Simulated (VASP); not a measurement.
# Ag (P6_3/mmc) in VASP: further runs, part 2 of 2

VASP 6.6.1.

## (4) Single point, PBEsol

This run uses another cell than the first one, of 16.19 Å³/atom, 1.118 times its volume.

The input, INCAR:

```
PREC = Accurate
ENCUT = 520
EDIFF = 1E-6
ISMEAR = 0
SIGMA = 0.1
LREAL = F
LASPH = T
NELM = 80
ALGO = Normal
ISIF = 2
LWAVE = F
LCHARG = F
GGA = PS
NBANDS = 18
```

The input, KPOINTS:

```
Automatic mesh
0
Gamma
  18 18 10
```

The input, POSCAR:

```
Ag
1.0
    2.8375501242      0.0000000000      0.0000000000
   -1.4187750621      2.4573904921      0.0000000000
    0.0000000000      0.0000000000      4.6423962663
Ag
2
Direct
    0.3333333333      0.6666666667      0.2500000000
    0.6666666667      0.3333333333      0.7500000000
```

Potentials or basis: VASP PAW PBE potentials, release 64 (Ag).

Command:

```
$ cat potpaw_PBE.64/Ag/POTCAR > POTCAR
$ mpirun -np 1 vasp_std > vasp.out
```

OUTCAR:

```text
PREC = Accurate
   ENCUT = 520
   EDIFF = 1E-6
   ISMEAR = 0
   LREAL = F
   LASPH = T
   NELM = 80
   ISIF = 2
   GGA = PS

 ion  position               nearest neighbor table
   1  0.333  0.667  0.250-   2 2.84   2 2.84   2 2.84   2 2.84   2 2.84   2 2.84
   2  0.667  0.333  0.750-   1 2.84   1 2.84   1 2.84   1 2.84   1 2.84   1 2.84

  LATTYP: Found a hexagonal cell.
 ALAT       =     2.8375501242
 C/A-ratio  =     1.6360578891

  Lattice vectors:

 A1 = (   2.8375501242,   0.0000000000,   0.0000000000)
 A2 = (  -1.4187750621,   2.4573904921,   0.0000000000)
 A3 = (   0.0000000000,   0.0000000000,   4.6423962663)

Analysis of symmetry for initial positions (statically):
=====================================================================
 Subroutine PRICEL returns:
 Original cell was already a primitive cell.

 Routine SETGRP: Setting up the symmetry group for a
 hexagonal supercell.

 Subroutine GETGRP returns: Found 24 space group operations
 (whereof 12 operations were pure point group operations)
 out of a pool of 24 trial point group operations.

The static configuration has the point symmetry D_3d.
 The point group associated with its full space group is D_6h.

Analysis of symmetry for dynamics (positions and initial velocities):
=====================================================================
 Subroutine PRICEL returns:
 Original cell was already a primitive cell.

 Routine SETGRP: Setting up the symmetry group for a
 hexagonal supercell.

 Subroutine GETGRP returns: Found 24 space group operations
 (whereof 12 operations were pure point group operations)
 out of a pool of 24 trial point group operations.

The dynamic configuration has the point symmetry D_3d.
 The point group associated with its full space group is D_6h.

 Subroutine INISYM returns: Found 24 space group operations
[... 105 lines left out ...]
   POTIM  = 0.5000    time-step for ionic-motion
   TEBEG  =    0.0;   TEEND  =   0.0 temperature during run
   PSTRESS=    0.0 pullay stress
   NELECT =      22.0000    total number of electrons
   NUPDOWN=      -1.0000    fix difference up-down
   EMIN   =  10.00;   EMAX   =-10.00  energy-range for DOS
   EFERMI =   0.00;   METHOD = LEGACY
   ISMEAR =     0;   SIGMA  =   0.10  broadening in eV -4-tet -1-fermi 0-gaus
   EFERMI_NEDOS =   21; number of points for ismear=-14 and -15
   IALGO  =     38    algorithm
   IMIX   =      4    mixing-type and parameters
     AMIX     =   0.40;   BMIX     =  1.00
     AMIX_MAG =   1.60;   BMIX_MAG =  1.00
  volume/ion in A,a.u.               =      16.19       109.23
  Fermi-wavevector in a.u.,A,eV,Ry     =   1.439337  2.719952 28.187058  2.071690
  Thomas-Fermi vector in A             =   2.558204
   LORBIT       =      0    0 simple, 1 ext, 2 COOP (PROOUT), +10 PAW based schemes
   GGA     = PS    functional components
   LHFCALC =     F    Hartree Fock is set to
   AEXX    =    0.0000 exact exchange contribution
   IVDW    =     0    specifies the selected vdW correction
   LEPSILON=     F    determine dielectric tensor
   LRPA    =     F    only Hartree local field effects (RPA)
 non-spin polarized calculation
 Gauss-broadening in eV      SIGMA  =   0.10
  energy-cutoff  :      520.00
  volume of cell :       32.37
 maximum number of plane-waves:       885
 NGX is ok and might be reduce to    24
   NGX = 11   NGY = 11   NGZ = 17

 number of electron      22.0000003 magnetization

 Free energy of the ion-electron system (eV)
  ---------------------------------------------------
  ext. energy  EPLUGINS =         0.00000000
  ---------------------------------------------------
  free energy    TOTEN  =        -6.59395659 eV

  energy without entropy =       -6.58921771  energy(sigma->0) =       -6.59158715

 E-fermi :   8.9303     XC(G=0): -12.7245

 val. band max:        8.9223584582   @ k =   0.3333   0.1667   0.3000
 cond. band min:       8.9360641999   @ k =   0.2778   0.2222   0.3000
 fundamental gap:      0.0137057417
 Fermi energy:         8.9302516394

 k-point     1 :       0.0000    0.0000    0.0000
  band No.  band energies     occupation
      1       0.7517      2.00000
      2       2.2386      2.00000
      3       3.9937      2.00000
      4       4.1054      2.00000
      5       4.1054      2.00000
      6       4.3698      2.00000
[... 481 lines left out ...]
      5       4.3415      2.00000
      6       4.5615      2.00000
[... 10 lines left out ...]
     17      20.3734      0.00000
     18      24.3435      0.00000

 [... further k-points ...]
[... 5 lines left out ...]
  --------------------------------------------------------------------------------------
  -------------------------------------------------------------------------------------
  Total        0.7531361      0.7531361      0.7519848      0.0000000     -0.0000000      0.0000000
  in kB       37.2755551     37.2755551     37.2185709      0.0000000     -0.0000000      0.0000000
  external PRESSURE =      37.2565604 kB  Pullay stress =       0.0000000 kB

 VOLUME and BASIS-vectors are now :
 -----------------------------------------------------------------------------
  energy-cutoff  :      520.00
  volume of cell :       32.37
      direct lattice vectors                 reciprocal lattice vectors
     2.837550124  0.000000000  0.000000000     0.352416682  0.203467866  0.000000000
    -1.418775062  2.457390492  0.000000000     0.000000000  0.406935733  0.000000000
     0.000000000  0.000000000  4.642396266     0.000000000  0.000000000  0.215405998

 POSITION                                       TOTAL-FORCE (eV/Angst)
 -----------------------------------------------------------------------------------
     -0.00000      1.63826      1.16060         0.000000     -0.000000      0.000000
      1.41878      0.81913      3.48180        -0.000000      0.000000      0.000000
 -----------------------------------------------------------------------------------
    total drift:                               -0.000000      0.000000     -0.000000

  FREE ENERGIE OF THE ION-ELECTRON SYSTEM (eV)
  ---------------------------------------------------
  free  energy   TOTEN  =        -6.5939565906 eV

  energy  without entropy=       -6.5892177092  energy(sigma->0) =       -6.59158715
```

OSZICAR:

```text
N       E                     dE             d eps       ncg     rms          rms(c)
DAV:   1     0.125881345304E+03    0.12588E+03   -0.11795E+04  8000   0.123E+03
DAV:   2    -0.520507594573E+01   -0.13109E+03   -0.12492E+03  8266   0.273E+02
DAV:   3    -0.731790668518E+01   -0.21128E+01   -0.21051E+01  9330   0.390E+01
DAV:   4    -0.732398301395E+01   -0.60763E-02   -0.60757E-02  8756   0.205E+00
DAV:   5    -0.732402990575E+01   -0.46892E-04   -0.46892E-04  8792   0.192E-01    0.900E+00
DAV:   6    -0.662714438490E+01    0.69689E+00   -0.16220E+00  8250   0.139E+01    0.532E+00
DAV:   7    -0.660247811629E+01    0.24666E-01   -0.21848E-02  8770   0.145E+00    0.289E+00
DAV:   8    -0.659393930814E+01    0.85388E-02   -0.13934E-03  8234   0.305E-01    0.165E-01
DAV:   9    -0.659395053792E+01   -0.11230E-04   -0.17283E-05  9178   0.326E-02    0.192E-02
DAV:  10    -0.659395735458E+01   -0.68167E-05   -0.33169E-06  8524   0.173E-02    0.114E-02
DAV:  11    -0.659395659063E+01    0.76395E-06   -0.75291E-08  4318   0.226E-03
   1 F= -.65939566E+01 E0= -.65915871E+01  d E =-.473888E-02
```

Wall time 48 s (1 thread of Intel Xeon Platinum 8488C (Sapphire Rapids), shared host); peak memory 0.23 GiB.

What came out:

```
Free energy            : -6.5940 eV
Pressure               : 3.7 GPa
Band gap on the k mesh : zero (band 11 reaches 13.18 eV, above the bottom of band 12 at 5.53 eV)
```

Caveat: the PAW data sets were made with another functional, which shifts forces and pressure a little.

## (5) The runs side by side

| cell | gap on the mesh (eV) | pressure (GPa) |
| --- | --- | --- |
| a = 2.735, b = 2.735, c = 4.471 Å, angles 90.0, 90.0, 120.0°, 2 atoms | none | 24.5 |
| a = 2.791, b = 2.791, c = 4.564 Å, angles 90.0, 90.0, 120.0°, 2 atoms | none | 11.7 |
| a = 2.838, b = 2.838, c = 4.642 Å, angles 90.0, 90.0, 120.0°, 2 atoms | none | 3.7 |

Alike in all rows: task single point; level PBEsol; potentials or basis VASP PAW PBE potentials, release 64 (Ag); no spin polarisation; k mesh 18 × 18 × 10; cutoff (eV) 520; smearing gaussian 0.1 eV.

Caveats: the PAW data sets were made with another functional, which shifts forces and pressure a little.

Absolute energies hang on the potentials; compare differences alone.
